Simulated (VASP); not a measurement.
# Na3Rh in VASP: notebook, part 2 of 2

VASP 6.6.1. Earlier steps stand in the parts before.

**3. Single point, PBE**

This run uses another cell than the first one, of 37.32 Å³/atom, 0.953 times its volume.

INCAR

```
SYSTEM = Na3Rh
PREC = Accurate
ENCUT = 520
EDIFF = 1E-7
ISMEAR = 0
SIGMA = 0.1
LREAL = .False.
LASPH = .True.
NELM = 80
ALGO = Normal
ISIF = 2
LWAVE = .False.
LCHARG = .False.
GGA = PE
NBANDS = 26
```

KPOINTS

```
Automatic mesh
0
Gamma
  6 6 4
  0 0 0
```

POSCAR

```
Na3Rh
1.0
    7.8516456878      0.0000000048      0.0000000000
   -3.9258228481      6.7997246248      0.0000000000
    0.0000000000      0.0000000000      2.7961861762
Na Rh
3 1
Direct
    0.1487459228      0.8512540772      0.4485849930
    0.1487459228      0.2974918556      0.4485849930
    0.7025081444      0.8512540772      0.4485849930
    0.3333333300      0.6666666700      0.9487032209
```

Potentials or basis: VASP PAW PBE potentials, release 64 (Na_pv, Rh_pv).

On the command line:

```console
$ cat potpaw_PBE.64/Na_pv/POTCAR potpaw_PBE.64/Rh_pv/POTCAR > POTCAR
$ mpirun -np 1 vasp_std > vasp.out
```

OUTCAR:

```text
SYSTEM = Na3Rh
   PREC = Accurate
   ENCUT = 520
   EDIFF = 1E-7
   ISMEAR = 0
   LREAL = .False.
   LASPH = .True.
   NELM = 80
   ISIF = 2
   GGA = PE

 ion  position               nearest neighbor table
   1  0.149  0.851  0.449-   4 2.87   4 2.87
   2  0.149  0.297  0.449-   4 2.87   4 2.87
   3  0.703  0.851  0.449-   4 2.87   4 2.87
   4  0.333  0.667  0.949-   3 2.87   1 2.87   2 2.87   3 2.87   1 2.87   2 2.87

  LATTYP: Found a hexagonal cell.
 ALAT       =     7.8516456878
 C/A-ratio  =     0.3561274015

  Lattice vectors:

 A1 = (   7.8516456878,   0.0000000048,   0.0000000000)
 A2 = (  -3.9258228481,   6.7997246248,   0.0000000000)
 A3 = (   0.0000000000,   0.0000000000,   2.7961861762)

Analysis of symmetry for initial positions (statically):
=====================================================================
 Subroutine PRICEL returns:
 Original cell was already a primitive cell.

 Routine SETGRP: Setting up the symmetry group for a
 hexagonal supercell.

 Subroutine GETGRP returns: Found  6 space group operations
 (whereof  6 operations were pure point group operations)
 out of a pool of 24 trial point group operations.

The static configuration has the point symmetry C_3v.

Analysis of symmetry for dynamics (positions and initial velocities):
=====================================================================
 Subroutine PRICEL returns:
 Original cell was already a primitive cell.

 Routine SETGRP: Setting up the symmetry group for a
 hexagonal supercell.

 Subroutine GETGRP returns: Found  6 space group operations
 (whereof  6 operations were pure point group operations)
 out of a pool of 24 trial point group operations.

The dynamic configuration has the point symmetry C_3v.

 Subroutine INISYM returns: Found  6 space group operations
 (whereof  6 operations are pure point group operations),
 and found     1 'primitive' translations

----------------------------------------------------------------------------------------

                                     Primitive cell

  volume of cell :     149.2857

  direct lattice vectors                    reciprocal lattice vectors
     7.851645688  0.000000005  0.000000000     0.127361835  0.073532390  0.000000000
    -3.925822848  6.799724625  0.000000000    -0.000000000  0.147064779  0.000000000
     0.000000000  0.000000000  2.796186176     0.000000000  0.000000000  0.357629978

  length of vectors
     7.851645688  7.851645688  2.796186176     0.147064779  0.147064779  0.357629978

  position of ions in fractional coordinates (direct lattice)
     0.148745923  0.851254077  0.448584993
     0.148745923  0.297491856  0.448584993
     0.702508144  0.851254077  0.448584993
     0.333333330  0.666666670  0.948703221

  ion indices of the primitive-cell ions
   primitive index   ion index
                 1           1
                 2           2
                 3           3
                 4           4

----------------------------------------------------------------------------------------

 KPOINTS: Automatic mesh

Automatic generation of k-mesh.
 Grid dimensions read from file:
 generate k-points for:    6    6    4

 Generating k-lattice:

  Cartesian coordinates                     Fractional coordinates (reciprocal lattice)
     0.021226972  0.012255398  0.000000000     0.166666667  0.000000000  0.000000000
    -0.000000000  0.024510797  0.000000000     0.000000000  0.166666667  0.000000000
     0.000000000  0.000000000  0.089407494     0.000000000  0.000000000  0.250000000

  Length of vectors
     0.024510797  0.024510797  0.089407494

  Shift w.r.t. Gamma in fractional coordinates (k-lattice)
     0.000000000  0.000000000  0.000000000

 Subroutine IBZKPT returns following result:
 ===========================================

 Found     24 irreducible k-points:

 Following reciprocal coordinates:
            Coordinates               Weight
  0.000000  0.000000  0.000000      1.000000
  0.166667  0.000000  0.000000      6.000000
  0.333333  0.000000  0.000000      6.000000
  0.500000  0.000000  0.000000      3.000000
  0.166667  0.166667  0.000000      6.000000
  0.333333  0.166667  0.000000     12.000000
[... 16 lines left out ...]
  0.333333  0.166667  0.500000     12.000000
  0.333333  0.333333  0.500000      2.000000
   k-points           NKPTS =     24   k-points in BZ     NKDIM =     24   number of bands    NBANDS=     26
   number of dos      NEDOS =    301   number of ions     NIONS =      4
   total plane-waves  NPLWV =  86400
   dimension x,y,z NGX =    60 NGY =   60 NGZ =   24
   dimension x,y,z NGXF=   120 NGYF=  120 NGZF=   48
   ions per type =               3   1
   NGX,Y,Z   is equivalent  to a cutoff of  12.70, 12.70, 14.27 a.u.
   NGXF,Y,Z  is equivalent  to a cutoff of  25.41, 25.41, 28.54 a.u.
 SYSTEM =  Na3Rh
   PREC   = accura    normal or accurate (medium, high low for compatibility)
   ISTART =      0    job   : 0-new  1-cont  2-samecut
   ICHARG =      2    charge: 1-file 2-atom 10-const
   ISPIN  =      1    spin polarized calculation?
   LNONCOLLINEAR =      F non collinear calculations
   LSORBIT =      F    spin-orbit coupling
   LASPH  =      T    aspherical Exc in radial PAW
   ENCUT  =  520.0 eV  38.22 Ry    6.18 a.u.  14.60 14.60  5.20*2*pi/ulx,y,z
   NELM   =     80;   NELMIN=  2; NELMDL= -5     # of ELM steps
   EDIFF  = 0.1E-06   stopping-criterion for ELM
   LREAL  =      F    real-space projection
   EDIFFG = 0.1E-05   stopping-criterion for IOM
   NSW    =      0    number of steps for IOM
   IBRION =     -1    ionic relax: 0-MD 1-quasi-New 2-CG
   NFREE  =      0    steps in history (QN), initial steepest desc. (CG)
   ISIF   =      2    stress and relaxation
   ISYM   =      2    0-nonsym 1-usesym 2-fastsym
   POTIM  = 0.5000    time-step for ionic-motion
   TEBEG  =    0.0;   TEEND  =   0.0 temperature during run
   PSTRESS=    0.0 pullay stress
   NELECT =      36.0000    total number of electrons
   NUPDOWN=      -1.0000    fix difference up-down
   EMIN   =  10.00;   EMAX   =-10.00  energy-range for DOS
   EFERMI =   0.00;   METHOD = LEGACY
   ISMEAR =     0;   SIGMA  =   0.10  broadening in eV -4-tet -1-fermi 0-gaus
   EFERMI_NEDOS =   21; number of points for ismear=-14 and -15
   IALGO  =     38    algorithm
   IMIX   =      4    mixing-type and parameters
     AMIX     =   0.40;   BMIX     =  1.00
     AMIX_MAG =   1.60;   BMIX_MAG =  1.00
  volume/ion in A,a.u.               =      37.32       251.86
  Fermi-wavevector in a.u.,A,eV,Ry     =   1.018989  1.925611 14.127463  1.038339
  Thomas-Fermi vector in A             =   2.152478
   LORBIT       =      0    0 simple, 1 ext, 2 COOP (PROOUT), +10 PAW based schemes
   GGA     = PE    functional components
   LHFCALC =     F    Hartree Fock is set to
   AEXX    =    0.0000 exact exchange contribution
   IVDW    =     0    specifies the selected vdW correction
   LEPSILON=     F    determine dielectric tensor
   LRPA    =     F    only Hartree local field effects (RPA)
 non-spin polarized calculation
 Gauss-broadening in eV      SIGMA  =   0.10
  energy-cutoff  :      520.00
  volume of cell :      149.29
 maximum number of plane-waves:      4062
 NGX is ok and might be reduce to    60
   NGX = 29   NGY = 29   NGZ = 11

 number of electron      36.0000014 magnetization

 Free energy of the ion-electron system (eV)
  ---------------------------------------------------
  ext. energy  EPLUGINS =         0.00000000
  ---------------------------------------------------
  free energy    TOTEN  =        -9.08713799 eV

  energy without entropy =       -9.06669344  energy(sigma->0) =       -9.07691571

 E-fermi :   0.2376     XC(G=0):  -6.3604

 val. band max:        0.1495199256   @ k =   0.0000   0.3333   0.2500
 cond. band min:       0.2463045701   @ k =   0.1667   0.1667   0.2500
 fundamental gap:      0.0967846445
 Fermi energy:         0.2376130734

 k-point     1 :       0.0000    0.0000    0.0000
  band No.  band energies     occupation
      1     -45.0586      2.00000
      2     -44.7220      2.00000
      3     -44.7220      2.00000
      4     -24.2225      2.00000
      5     -24.2225      2.00000
      6     -24.2110      2.00000
[... 18 lines left out ...]
     25       7.3127      0.00000
     26       7.3128      0.00000
[... 644 lines left out ...]
      4     -24.3830      2.00000
      5     -24.3796      2.00000
      6     -24.3787      2.00000
[... 18 lines left out ...]
     25       6.5511      0.00000
     26       6.7593      0.00000

------------------------ aborting loop because EDIFF is reached ----------------------------------------

  FORCE on cell =-STRESS in cart. coord.  units (eV):
  Direction    XX          YY          ZZ          XY          YZ          ZX
  --------------------------------------------------------------------------------------
  -------------------------------------------------------------------------------------
  Total        0.1554641      0.1554641      0.1180862     -0.0000000      0.0000000     -0.0000000
  in kB        1.6684860      1.6684860      1.2673353     -0.0000000      0.0000000     -0.0000000
  external PRESSURE =       1.5347691 kB  Pullay stress =       0.0000000 kB

 VOLUME and BASIS-vectors are now :
 -----------------------------------------------------------------------------
  energy-cutoff  :      520.00
  volume of cell :      149.29
      direct lattice vectors                 reciprocal lattice vectors
     7.851645688  0.000000005  0.000000000     0.127361835  0.073532390  0.000000000
    -3.925822848  6.799724625  0.000000000    -0.000000000  0.147064779  0.000000000
     0.000000000  0.000000000  2.796186176     0.000000000  0.000000000  0.357629978

 POSITION                                       TOTAL-FORCE (eV/Angst)
 -----------------------------------------------------------------------------------
     -2.17397      5.78829      1.25433        -0.013815      0.007976      0.000133
     -0.00000      2.02286      1.25433         0.000000     -0.015953      0.000133
      2.17397      5.78829      1.25433         0.013815      0.007976      0.000133
     -0.00000      4.53315      2.65275        -0.000000      0.000000     -0.000400
 -----------------------------------------------------------------------------------
    total drift:                                0.000093     -0.000054     -0.000266

  FREE ENERGIE OF THE ION-ELECTRON SYSTEM (eV)
  ---------------------------------------------------
  free  energy   TOTEN  =        -9.0871379887 eV

  energy  without entropy=       -9.0666934385  energy(sigma->0) =       -9.07691571
```

OSZICAR:

```text
N       E                     dE             d eps       ncg     rms          rms(c)
DAV:   1     0.316426887560E+03    0.31643E+03   -0.20434E+04  1432   0.139E+03
DAV:   2     0.851779838420E+01   -0.30791E+03   -0.29742E+03  1262   0.388E+02
DAV:   3    -0.107385392704E+02   -0.19256E+02   -0.18862E+02  1446   0.114E+02
DAV:   4    -0.111604574570E+02   -0.42192E+00   -0.42069E+00  1400   0.172E+01
[... 10 lines left out ...]
DAV:  15    -0.908712519515E+01   -0.25244E-04   -0.53830E-05  1550   0.229E-02    0.915E-03
DAV:  16    -0.908713831144E+01   -0.13116E-04   -0.27246E-05  1292   0.142E-02    0.114E-02
DAV:  17    -0.908713758545E+01    0.72599E-06   -0.28898E-06  1178   0.719E-03    0.193E-03
DAV:  18    -0.908713795127E+01   -0.36581E-06   -0.61545E-07  1038   0.207E-03    0.101E-03
DAV:  19    -0.908713798867E+01   -0.37406E-07   -0.10290E-07  1036   0.104E-03
   1 F= -.90871380E+01 E0= -.90769157E+01  d E =-.204446E-01
```

Wall time 85 s (1 thread of Intel Xeon Platinum 8488C (Sapphire Rapids), shared host); peak memory 0.31 GiB.

What came out:

| Item | Value |
| --- | --- |
| Free energy | -9.0871 eV |
| Pressure | 0.2 GPa |
| Largest force | 0.016 eV/Å |
| Band gap on the k mesh | zero (band 18 reaches 2.67 eV, above the bottom of band 19 at -0.06 eV) |

Forces on the atoms (eV/Å):
```
Na  -0.014  0.008  0.000
Na   0.000 -0.016  0.000
Na   0.014  0.008  0.000
Rh   0.000  0.000  0.000
```

Levels at points of the mesh, in eV from the Fermi level:
```csv
k point,band 13,band 14,band 15,band 16,band 17,band 18,band 19,band 20,band 21,band 22
"(0.00, 0.00, 0.00)",-3.43,-2.44,-1.23,-1.23,-0.43,0.10,0.10,0.57,0.57,1.62
"(0.50, 0.00, 0.00)",-3.30,-2.16,-1.75,-1.17,-1.05,0.06,0.10,0.10,0.63,2.76
"(0.00, 0.00, 0.50)",-2.07,-2.07,-0.58,-0.58,-0.47,2.11,2.50,4.08,4.51,4.51
"(0.50, 0.00, 0.50)",-2.08,-2.08,-0.58,-0.57,-0.43,2.41,2.42,3.57,3.83,4.12
```

Caveat: the k points lie up to 0.56 Å⁻¹ apart.

**4. Relaxation of cell and atoms, PBE**

This run uses another cell than the first one, of 37.32 Å³/atom, 0.953 times its volume.

INCAR

```
PREC     = Accurate       # precision mode
ENCUT    = 600            # plane-wave cutoff, eV
EDIFF    = 1E-7           # SCF threshold, eV
ISMEAR   = 0              # smearing method
SIGMA    = 0.1            # smearing width, eV
LREAL    = False          # projectors in reciprocal space
LASPH    = True           # aspherical terms in the spheres
NELM     = 60             # most SCF steps
ALGO     = Fast           # electronic algorithm
ISIF     = 3              # what is computed and relaxed
LWAVE    = False          # write WAVECAR
LCHARG   = False          # write CHGCAR
GGA      = PE             # functional
IBRION   = 2              # ionic algorithm
NSW      = 90             # ionic steps
EDIFFG   = -0.04          # ionic threshold
```

KPOINTS

```
Automatic mesh
0
Gamma
  3 3 6
```

POSCAR

```
Na3Rh
1.0
    7.8516456878      0.0000000000      0.0000000000
   -3.9258228439      6.7997246272      0.0000000000
    0.0000000000      0.0000000000      2.7961861762
Na Rh
3 1
Direct
    0.8154125928      0.1845874072      0.0000000000
    0.8154125928      0.6308251856      0.0000000000
    0.3691748144      0.1845874072      0.0000000000
    0.0000000000      0.0000000000      0.5000000000
```

On the command line:

```console
$ cat potpaw_PBE.64/Na_pv/POTCAR potpaw_PBE.64/Rh_pv/POTCAR > POTCAR
$ mpirun -np 1 vasp_std > vasp.out
```

Wall time 4 min (1 thread of Intel Xeon Platinum 8488C (Sapphire Rapids), shared host); peak memory 0.33 GiB.

It converged, with:

| Item | Value |
| --- | --- |
| Free energy | -8.9407 eV |
| Relaxed volume | 38.23 Å³/atom |
| Relaxed cell | a = 7.779 Å, b = 7.779 Å, c = 2.918 Å, α = 90.00°, β = 90.00°, γ = 120.00° |
| Space group after relaxing (to 0.05 Å) | P-6m2 (No. 187) |
| Energy gained by relaxing | 6.8 meV/atom |
| Ionic steps | 6 |
| Pressure after relaxing | 0.1 GPa |
| Largest force after relaxing | 0.027 eV/Å |
| Band gap on the k mesh | zero (band 18 reaches 2.31 eV, above the bottom of band 19 at -0.09 eV) |

Forces on the atoms (eV/Å):
```
Na   0.024 -0.014  0.000
Na   0.000  0.027  0.000
Na  -0.024 -0.014  0.000
Rh   0.000  0.000  0.000
```

Stress tensor (GPa, compression positive):
```
0.15 0.00 0.00
0.00 0.15 0.00
0.00 0.00 0.04
```

The path:
```
step  energy change (eV)  largest force (eV/Å)  pressure (GPa)  volume (Å³)
   1              0.0000                0.1038            0.35       149.29
   2             -0.0109                0.1120            0.16       151.06
   3             -0.0201                0.1304           -0.17       154.58
   4             -0.0202                0.1322           -0.20       154.96
   5             -0.0248                0.0909           -0.08       154.14
   6             -0.0272                0.0271            0.11       152.94
```

Final structure:
```
CELL_PARAMETERS angstrom
7.77900 0.00000 0.00000
-3.88950 6.73682 0.00000
0.00000 0.00000 2.91835
ATOMIC_POSITIONS crystal
Na 0.81865 0.18135 0.00000
Na 0.81865 0.63730 0.00000
Na 0.36270 0.18135 0.00000
Rh 0.00000 0.00000 0.50000
```

Levels at points of the mesh, in eV from the Fermi level:
```csv
k point,band 15,band 16,band 17,band 18,band 19,band 20,band 21,band 22
"(0.00, 0.00, 0.00)",-1.02,-1.02,-0.33,0.17,0.17,0.65,0.65,1.67
"(0.00, 0.00, 0.50)",-0.45,-0.45,-0.44,1.81,2.17,3.70,4.21,4.21
```

Caveat: the k points lie up to 0.36 Å⁻¹ apart in the final cell.

**5. The runs side by side**

```tsv
task	cell	k mesh	cutoff (eV)	gap on the mesh (eV)	pressure (GPa)	largest force (eV/Å)
single point	a = 7.879, b = 7.879, c = 2.913 Å, angles 90.0, 90.0, 120.0°, 4 atoms	3 × 3 × 6	520	none	0.0	-
single point	a = 7.852, b = 7.852, c = 2.796 Å, angles 90.0, 90.0, 120.0°, 4 atoms	6 × 6 × 4	520	none	0.2	0.02
relaxation of cell and atoms	relaxed from a = 7.852, b = 7.852, c = 2.796 Å, angles 90.0, 90.0, 120.0°, 4 atoms	3 × 3 × 6	600	none	0.1	0.03
```

Alike in all rows: level PBE; potentials or basis VASP PAW PBE potentials, release 64 (Na_pv, Rh_pv); no spin polarisation; smearing gaussian 0.1 eV.

Caveats: some runs use coarse meshes.

Absolute energies hang on the potentials; compare differences alone.
